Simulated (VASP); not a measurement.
Crystal: ScInSbP3.

```
Sc In Sb P
1.0
     4.74277    0.00000    0.00000
    -2.37138    4.10736    0.00000
     0.00000    0.00000    7.52878
Sc In Sb P
1 1 1 3
Direct
  0.33333 0.66667 0.50000
  0.00000 0.00000 0.50000
  0.33333 0.66667 0.00000
  0.66667 0.33333 0.15168
  0.66667 0.33333 0.84832
  0.66667 0.33333 0.50000
```

The cell was generated, and may not be a known phase.

| Property | Result |
| --- | --- |
| Program | VASP 6.6.1 |
| Task | relaxation of cell and atoms |
| Functional | PBE |
| Potentials or basis | VASP PAW PBE potentials, release 64 (Sc_sv, In_d, Sb, P) |
| Cutoff | 600 eV |
| k mesh | 6 × 6 × 2 |
| Occupations | gaussian, width 0.1 eV |
| Spin | no spin polarisation |

At the start: pressure 0.7 GPa; volume 24.44 Å³/atom.

Q: How do energy, volume and symmetry change on relaxing?

A: Over 7 steps the energy falls by 48.5 meV/atom and the volume is 24.25 Å³/atom (-0.8 %); space group P-6m2 (No. 187, to 0.1 Å) before and after.

The path:
```
step  energy change (eV)  largest force (eV/Å)  pressure (GPa)  volume (Å³)
   1              0.0000                1.0698            0.71       146.66
   2             -0.2089                0.6827           -0.93       148.88
   3             -0.2492                0.4073           -1.53       150.09
   4             -0.2530                0.3212           -1.63       150.44
   5             -0.2871                0.0807            0.38       144.64
   6             -0.2880                0.1216            0.08       145.41
   7             -0.2907                0.0275           -0.02       145.50
```

Final structure:
```xyz
6
Lattice="4.8684 0.0000 0.0000 -2.4342 4.2162 0.0000 0.0000 0.0000 7.0888" Properties=species:S:1:pos:R:3 pbc="T T T"
Sc    0.0000    2.8108    3.5444
In    4.8684    0.0000    3.5444
Sb    0.0000    2.8108    7.0888
P     2.4342    1.4054    1.1941
P     2.4342    1.4054    5.8947
P     2.4342    1.4054    3.5444
```

Caveat: the k points lie up to 0.44 Å⁻¹ apart in the final cell, too coarse for converged energies and pressures of a metal.
